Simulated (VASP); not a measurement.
# Na (P2_1/m) in VASP: further runs

The runs below take Na through single point, with PBEsol.

All numbers are computed with VASP 6.6.1; they aren't measurements. Logs are shortened: lines on timing, memory, paths and dates and some standing lists are left out, and cuts for length are marked.

### Step 1. The cell of the first run

Symmetry: P2_1/m, No. 11, monoclinic system. Conventional cell: a = 3.727 Å, b = 3.727 Å, c = 5.224 Å, α = 90.00°, β = 90.00°, γ = 90.00°. Within 4.1 Å of Na (site symmetry m) lie 10 Na at 3.08 to 4.01 Å.

### Step 2. Single point, PBEsol (atoms displaced along several vibrational modes)

Input file INCAR:

```
PREC     = Accurate       # precision mode
ENCUT    = 520            # plane-wave cutoff, eV
EDIFF    = 1E-6           # SCF threshold, eV
ISMEAR   = 0              # smearing method
SIGMA    = 0.15           # smearing width, eV
LREAL    = False          # projectors in reciprocal space
LASPH    = True           # aspherical terms in the spheres
NELM     = 100            # most SCF steps
ALGO     = Fast           # electronic algorithm
ISIF     = 2              # what is computed and relaxed
LWAVE    = False          # write WAVECAR
LCHARG   = False          # write CHGCAR
GGA      = PS             # functional
NBANDS   = 14             # bands
```

Input file KPOINTS:

```
Automatic mesh
0
Gamma
  12 12 10
```

Input file POSCAR:

```
Na
1.0
    0.0000000000     -3.7271439106      0.0000000000
   -3.7271439106      0.0000000000      0.0000000000
    0.0000000000      0.0000000000     -5.2241838134
Na
2
Direct
    0.5000000000      0.5547335989      0.5604879176
    0.0000000000     -0.0547335989     -0.0604879176
```

Potentials or basis: VASP PAW PBE potentials, release 64 (Na_pv).

Launch:

```console
> cat potpaw_PBE.64/Na_pv/POTCAR > POTCAR
> mpirun -np 1 vasp_std > vasp.out
```

OUTCAR:

```text
PREC = Accurate
   ENCUT = 520
   EDIFF = 1E-6
   ISMEAR = 0
   LREAL = False
   LASPH = True
   NELM = 100
   ISIF = 2
   GGA = PS

 ion  position               nearest neighbor table
   1  0.500  0.555  0.560-
   2  0.000  0.945  0.940-

  LATTYP: Found a simple tetragonal cell.
 ALAT       =     3.7271439106
 C/A-ratio  =     1.4016587335

  Lattice vectors:

 A1 = (   0.0000000000,  -3.7271439106,   0.0000000000)
 A2 = (  -3.7271439106,   0.0000000000,   0.0000000000)
 A3 = (   0.0000000000,   0.0000000000,  -5.2241838134)

Analysis of symmetry for initial positions (statically):
=====================================================================
 Subroutine PRICEL returns:
 Original cell was already a primitive cell.

 Routine SETGRP: Setting up the symmetry group for a
 simple tetragonal supercell.

 Subroutine GETGRP returns: Found  4 space group operations
 (whereof  2 operations were pure point group operations)
 out of a pool of 16 trial point group operations.

The static configuration has the point symmetry C_1h.
 The point group associated with its full space group is C_2h.

Analysis of symmetry for dynamics (positions and initial velocities):
=====================================================================
 Subroutine PRICEL returns:
 Original cell was already a primitive cell.

 Routine SETGRP: Setting up the symmetry group for a
 simple tetragonal supercell.

 Subroutine GETGRP returns: Found  4 space group operations
 (whereof  2 operations were pure point group operations)
 out of a pool of 16 trial point group operations.

The dynamic configuration has the point symmetry C_1h.
 The point group associated with its full space group is C_2h.

 Subroutine INISYM returns: Found  4 space group operations
 (whereof  2 operations are pure point group operations),
 and found     1 'primitive' translations

----------------------------------------------------------------------------------------

                                     Primitive cell

  volume of cell :      72.5723

  direct lattice vectors                    reciprocal lattice vectors
     0.000000000 -3.727143911  0.000000000     0.000000000 -0.268301956  0.000000000
    -3.727143911  0.000000000  0.000000000    -0.268301956  0.000000000  0.000000000
     0.000000000  0.000000000 -5.224183813     0.000000000  0.000000000 -0.191417461

  length of vectors
     3.727143911  3.727143911  5.224183813     0.268301956  0.268301956  0.191417461

  position of ions in fractional coordinates (direct lattice)
     0.500000000  0.554733599  0.560487918
     0.000000000  0.945266401  0.939512082

  ion indices of the primitive-cell ions
   primitive index   ion index
                 1           1
                 2           2

----------------------------------------------------------------------------------------

 KPOINTS: Automatic mesh

Automatic generation of k-mesh.
 Grid dimensions read from file:
 generate k-points for:   12   12   10

 Generating k-lattice:

  Cartesian coordinates                     Fractional coordinates (reciprocal lattice)
     0.000000000 -0.022358496  0.000000000     0.083333333  0.000000000  0.000000000
    -0.022358496  0.000000000  0.000000000     0.000000000  0.083333333  0.000000000
     0.000000000  0.000000000 -0.019141746     0.000000000  0.000000000  0.100000000

  Length of vectors
     0.022358496  0.022358496  0.019141746

  Shift w.r.t. Gamma in fractional coordinates (k-lattice)
     0.000000000  0.000000000  0.000000000

 Subroutine IBZKPT returns following result:
 ===========================================

 Found    434 irreducible k-points:

 Following reciprocal coordinates:
            Coordinates               Weight
  0.000000  0.000000  0.000000      1.000000
  0.083333  0.000000  0.000000      2.000000
  0.000000  0.083333  0.000000      2.000000
  0.166667  0.000000  0.000000      2.000000
  0.000000  0.166667  0.000000      2.000000
  0.250000  0.000000  0.000000      2.000000
[... 16 lines left out ...]
  0.500000  0.083333  0.000000      2.000000
 -0.083333  0.500000  0.000000      2.000000
 [... further k-points ...]
   k-points           NKPTS =    434   k-points in BZ     NKDIM =    434   number of bands    NBANDS=     14
   number of dos      NEDOS =    301   number of ions     NIONS =      2
   total plane-waves  NPLWV =  31360
   dimension x,y,z NGX =    28 NGY =   28 NGZ =   40
   dimension x,y,z NGXF=    56 NGYF=   56 NGZF=   80
   ions per type =               2
   NGX,Y,Z   is equivalent  to a cutoff of  12.49, 12.49, 12.73 a.u.
   NGXF,Y,Z  is equivalent  to a cutoff of  24.98, 24.98, 25.46 a.u.
 SYSTEM =  unknown system
   PREC   = accura    normal or accurate (medium, high low for compatibility)
   ISTART =      0    job   : 0-new  1-cont  2-samecut
   ICHARG =      2    charge: 1-file 2-atom 10-const
   ISPIN  =      1    spin polarized calculation?
   LNONCOLLINEAR =      F non collinear calculations
   LSORBIT =      F    spin-orbit coupling
   LASPH  =      T    aspherical Exc in radial PAW
   ENCUT  =  520.0 eV  38.22 Ry    6.18 a.u.   6.93  6.93  9.71*2*pi/ulx,y,z
   NELM   =    100;   NELMIN=  2; NELMDL= -5     # of ELM steps
   EDIFF  = 0.1E-05   stopping-criterion for ELM
   LREAL  =      F    real-space projection
   EDIFFG = 0.1E-04   stopping-criterion for IOM
   NSW    =      0    number of steps for IOM
   IBRION =     -1    ionic relax: 0-MD 1-quasi-New 2-CG
   NFREE  =      0    steps in history (QN), initial steepest desc. (CG)
   ISIF   =      2    stress and relaxation
   ISYM   =      2    0-nonsym 1-usesym 2-fastsym
   POTIM  = 0.5000    time-step for ionic-motion
   TEBEG  =    0.0;   TEEND  =   0.0 temperature during run
   PSTRESS=    0.0 pullay stress
   NELECT =      14.0000    total number of electrons
   NUPDOWN=      -1.0000    fix difference up-down
   EMIN   =  10.00;   EMAX   =-10.00  energy-range for DOS
   EFERMI =   0.00;   METHOD = LEGACY
   ISMEAR =     0;   SIGMA  =   0.15  broadening in eV -4-tet -1-fermi 0-gaus
   EFERMI_NEDOS =   21; number of points for ismear=-14 and -15
   IALGO  =     68    algorithm
   IMIX   =      4    mixing-type and parameters
     AMIX     =   0.40;   BMIX     =  1.00
     AMIX_MAG =   1.60;   BMIX_MAG =  1.00
  volume/ion in A,a.u.               =      36.29       244.87
  Fermi-wavevector in a.u.,A,eV,Ry     =   0.945933  1.787555 12.174358  0.894790
  Thomas-Fermi vector in A             =   2.073883
   LORBIT       =      0    0 simple, 1 ext, 2 COOP (PROOUT), +10 PAW based schemes
   GGA     = PS    functional components
   LHFCALC =     F    Hartree Fock is set to
   AEXX    =    0.0000 exact exchange contribution
   IVDW    =     0    specifies the selected vdW correction
   LEPSILON=     F    determine dielectric tensor
   LRPA    =     F    only Hartree local field effects (RPA)
 non-spin polarized calculation
 RMM-DIIS sequential band-by-band and
 Gauss-broadening in eV      SIGMA  =   0.15
  energy-cutoff  :      520.00
  volume of cell :       72.57
 maximum number of plane-waves:      1979
   NGX = 13   NGY = 13   NGZ = 19

 number of electron      13.9999986 magnetization

 Free energy of the ion-electron system (eV)
  ---------------------------------------------------
  ext. energy  EPLUGINS =         0.00000000
  ---------------------------------------------------
  free energy    TOTEN  =        -2.60143172 eV

  energy without entropy =       -2.59212033  energy(sigma->0) =       -2.59677602

 E-fermi :   0.3702     XC(G=0):  -6.5257

 val. band max:        0.3457938843   @ k =   0.0000  -0.3333   0.4000
 cond. band min:       0.3901382872   @ k =  -0.2500   0.5000   0.0000
 fundamental gap:      0.0443444029
 Fermi energy:         0.3701613839

 k-point     1 :       0.0000    0.0000    0.0000
  band No.  band energies     occupation
      1     -24.5330      2.00000
      2     -24.5032      2.00000
      3     -24.4792      2.00000
      4     -24.4678      2.00000
      5     -24.4604      2.00000
      6     -24.4597      2.00000
      7      -2.9720      2.00000
      8       2.3449      0.00000
      9       2.6832      0.00000
     10       6.5260      0.00000
     11       7.4720      0.00000
     12       7.4825      0.00000
     13       9.3242      0.00000
     14      11.7220      0.00000

 k-point     2 :       0.0833    0.0000    0.0000
  band No.  band energies     occupation
      1     -24.5326      2.00000
      2     -24.5054      2.00000
      3     -24.4789      2.00000
      4     -24.4676      2.00000
      5     -24.4615      2.00000
      6     -24.4595      2.00000
      7      -2.8940      2.00000
      8       2.4129      0.00000
      9       2.7478      0.00000
     10       5.6881      0.00000
     11       7.5307      0.00000
     12       7.8165      0.00000
     13       9.9488      0.00000
     14      10.7433      0.00000

 k-point     3 :       0.0000    0.0833    0.0000
  band No.  band energies     occupation
      1     -24.5332      2.00000
      2     -24.5027      2.00000
      3     -24.4814      2.00000
      4     -24.4672      2.00000
      5     -24.4607      2.00000
      6     -24.4604      2.00000
      7      -2.8940      2.00000
      8       2.4128      0.00000
      9       2.7497      0.00000
     10       5.6765      0.00000
     11       7.5445      0.00000
     12       7.8118      0.00000
     13       9.9502      0.00000
     14      10.7590      0.00000
[... 324 lines left out ...]
 k-point    23 :       0.5000    0.0833    0.0000
  band No.  band energies     occupation
      1     -24.5308      2.00000
      2     -24.5308      2.00000
      3     -24.4729      2.00000
      4     -24.4729      2.00000
      5     -24.4656      2.00000
      6     -24.4656      2.00000
      7      -0.1719      2.00000
      8      -0.1719      2.00000
      9       4.8593      0.00000
     10       4.8593      0.00000
     11       5.5053      0.00000
     12       5.5053      0.00000
     13       8.6456      0.00000
     14       8.6456      0.00000

 k-point    24 :      -0.0833    0.5000    0.0000
  band No.  band energies     occupation
      1     -24.5383      2.00000
      2     -24.5042      2.00000
      3     -24.4951      2.00000
      4     -24.4710      2.00000
      5     -24.4657      2.00000
      6     -24.4638      2.00000
      7      -0.2034      2.00000
      8      -0.1396      2.00000
      9       4.7883      0.00000
     10       4.9463      0.00000
     11       5.4482      0.00000
     12       5.5122      0.00000
     13       8.5394      0.00000
     14       8.7450      0.00000

 [... further k-points ...]

------------------------ aborting loop because EDIFF is reached ----------------------------------------

  FORCE on cell =-STRESS in cart. coord.  units (eV):
  Direction    XX          YY          ZZ          XY          YZ          ZX
  --------------------------------------------------------------------------------------
  -------------------------------------------------------------------------------------
  Total        0.2237766      0.4733405      0.2707805      0.0000000      0.0000000      0.3286527
  in kB        4.9403121     10.4499315      5.9780173      0.0000000      0.0000000      7.2556620
  external PRESSURE =       7.1227536 kB  Pullay stress =       0.0000000 kB

 VOLUME and BASIS-vectors are now :
 -----------------------------------------------------------------------------
  energy-cutoff  :      520.00
  volume of cell :       72.57
      direct lattice vectors                 reciprocal lattice vectors
     0.000000000 -3.727143911  0.000000000     0.000000000 -0.268301956  0.000000000
    -3.727143911  0.000000000  0.000000000    -0.268301956  0.000000000  0.000000000
     0.000000000  0.000000000 -5.224183813     0.000000000  0.000000000 -0.191417461

 POSITION                                       TOTAL-FORCE (eV/Angst)
 -----------------------------------------------------------------------------------
     -2.06757     -1.86357     -2.92809         0.235081      0.000000      0.552509
     -3.52314      0.00000     -4.90818        -0.235081      0.000000     -0.552509
 -----------------------------------------------------------------------------------
    total drift:                               -0.000000     -0.000000     -0.000000

  FREE ENERGIE OF THE ION-ELECTRON SYSTEM (eV)
  ---------------------------------------------------
  free  energy   TOTEN  =        -2.6014317184 eV

  energy  without entropy=       -2.5921203256  energy(sigma->0) =       -2.59677602
```

Run time: 7.3 min. Hardware: 1 thread of Intel Xeon 8259CL, shared host; peak memory 0.42 GiB.

What came out:

- Free energy: -2.6014 eV
- Pressure: 0.7 GPa
- Largest force: 0.600 eV/Å
- Band gap on the k mesh: zero (bands 7 and 8 overlap by 4.13 eV)

Forces on the atoms (eV/Å):
```
Na   0.235  0.000  0.553
Na  -0.235  0.000 -0.553
```

Caveat: the cell differs from its parent crystal (atoms displaced along several vibrational modes); the PAW data sets were made with another functional, which shifts forces and pressure a little.

### Step 3. Single point, PBEsol (atoms displaced along several vibrational modes)

Input file INCAR:

```
PREC = Accurate
ENCUT = 520
EDIFF = 1E-7
ISMEAR = 0
SIGMA = 0.15
LREAL = False
LASPH = True
NELM = 100
ALGO = Fast
ISIF = 2
LWAVE = False
LCHARG = False
GGA = PS
NBANDS = 14
```

KPOINTS is that of step 2.

Input file POSCAR:

```
Na
1.0
    0.0000000000     -3.7271439106      0.0000000000
   -3.7271439106      0.0000000000      0.0000000000
    0.0000000000      0.0000000000     -5.2241838134
Na
2
Direct
    0.5000000000      0.5547335989      0.5201562586
    0.0000000000     -0.0547335989     -0.0201562586
```

Potentials or basis: VASP PAW PBE potentials, release 64 (Na_pv).

Launch:

```console
> cat potpaw_PBE.64/Na_pv/POTCAR > POTCAR
> mpirun -np 1 vasp_std > vasp.out
```

Wall time 8.6 min (1 thread of Intel Xeon 8259CL, shared host); peak memory 0.42 GiB.

Results (log left out):

```yaml
Free_energy: -2.7549 eV
Pressure: 0.2 GPa
Largest_force: 0.240 eV/Å
Band_gap_on_the_k_mesh: zero (bands 7 and 8 overlap by 4.64 eV)
```

Forces on the atoms (eV/Å):
```
Na   0.161  0.000  0.178
Na  -0.161  0.000 -0.178
```

Stress tensor (GPa, compression positive):
```
-0.08  0.00  0.24
 0.00  0.28  0.00
 0.24  0.00  0.34
```

Levels at points of the mesh, in eV from the Fermi level:
```tsv
k point	band 4	band 5	band 6	band 7	band 8	band 9	band 10	band 11
(0.00, 0.00, 0.00)	-24.79	-24.79	-24.79	-3.33	1.86	2.40	6.29	7.15
(0.50, 0.00, 0.00)	-24.80	-24.79	-24.79	-0.60	-0.60	4.30	4.30	5.21
(0.00, 0.50, 0.00)	-24.80	-24.79	-24.79	-0.64	-0.55	4.22	4.40	5.18
(0.50, 0.50, 0.00)	-24.80	-24.80	-24.80	1.76	1.76	2.30	2.30	6.36
(0.00, 0.00, 0.50)	-24.79	-24.79	-24.79	-2.03	-1.80	7.38	7.74	8.06
(0.50, 0.00, 0.50)	-24.79	-24.79	-24.79	0.52	0.52	1.03	1.03	10.14
(0.00, 0.50, 0.50)	-24.79	-24.79	-24.79	0.53	0.54	0.98	1.03	10.09
(0.50, 0.50, 0.50)	-24.81	-24.80	-24.80	2.84	2.84	3.05	3.05	3.22
```

Caveat: the cell differs from its parent crystal (atoms displaced along several vibrational modes); the PAW data sets were made with another functional, which shifts forces and pressure a little.

[end of part 1 of 2]

The gap in the log of VASP goes by the Fermi energy; the results here count the filled bands.